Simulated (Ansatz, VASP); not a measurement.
## LiCl in VASP and in Ansatz

```
Li Cl
1.0
     0.01924    2.56476    2.56476
     2.58400    0.00000    2.58400
     2.56476    2.56476    0.01924
Li Cl
1 1
Direct
  0.00000 0.00000 0.00000
  0.50000 0.50000 0.50000
```

Change from the starting cell: strain +0.0150 x Voigt [0, 0, 0, 0, 1, 0], atoms carried along.

Alike in both runs: task single point; functional LDA; k mesh 8 × 8 × 8; occupations gaussian, width 0.05 eV; no spin polarisation.

|  | VASP | Ansatz |
| --- | --- | --- |
| version | VASP 6.6.1 | Ansatz 0.2.0 |
| potentials or method | VASP PAW LDA potentials, release 64 (Li_sv, Cl), cutoff 520 eV | scalar-relativistic, plane waves, PAW |
| valence electrons in the cell | 10 | 10 |

VASP gave:

| Property | Result |
| --- | --- |
| gap on the k mesh at the Fermi level (eV) | 5.96 |
| least direct gap on the mesh (eV) | 5.96 |

Q: What did Ansatz give for the same quantities?

A: gap on the k mesh at the Fermi level (eV): 5.94; least direct gap on the mesh (eV): 5.94.

LDA's correlation is that of Perdew and Zunger in VASP and of Perdew and Wang (1992) in Ansatz.

Noted on VASP's run: the cutoff is short for stress, so the pressure is rough.
